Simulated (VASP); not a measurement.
Here is a VASP 6.6.1 calculation.

INCAR

```
PREC = Accurate ; ENCUT = 600
EDIFF = 1E-6 ; ISMEAR = -1
SIGMA = 0.05 ; LREAL = False
LASPH = True ; NELM = 80
ALGO = Normal ; ISIF = 3
LWAVE = False ; LCHARG = False
GGA = PS ; IBRION = 2
NSW = 60 ; EDIFFG = -0.02
```

The input KPOINTS:

```
Automatic mesh
0
Gamma
  10 10 10
```

The input POSCAR:

```
Mo
1.0
   -1.5734200000      1.5734200000      1.5734200000
    1.5734200000     -1.5734200000      1.5734200000
    1.5734200000      1.5734200000     -1.5734200000
Mo
1
Direct
    0.0000000000      0.0000000000      0.0000000000
```

Potentials or basis: VASP PAW PBE potentials, release 64 (Mo_sv).

The run is started by

```console
$ cat potpaw_PBE.64/Mo_sv/POTCAR > POTCAR
$ mpirun -np 1 vasp_std > vasp.out
```

(1) What does it give for the band gap on the k mesh?

(2) Predict the relaxed cell.

(3) What does it give for the space group after relaxing (to 0.05 Å)?

(4) Estimate the relaxed volume.

Results:

(1) zero (band 7 reaches 16.93 eV, above the bottom of band 8 at 11.39 eV).

(2) a = 2.710 Å, b = 2.710 Å, c = 2.710 Å, α = 109.47°, β = 109.47°, γ = 109.47°.

(3) Im-3m (No. 229).

(4) 15.33 Å³/atom.

Caveat: the PAW data sets were made with another functional, which shifts forces and pressure a little.
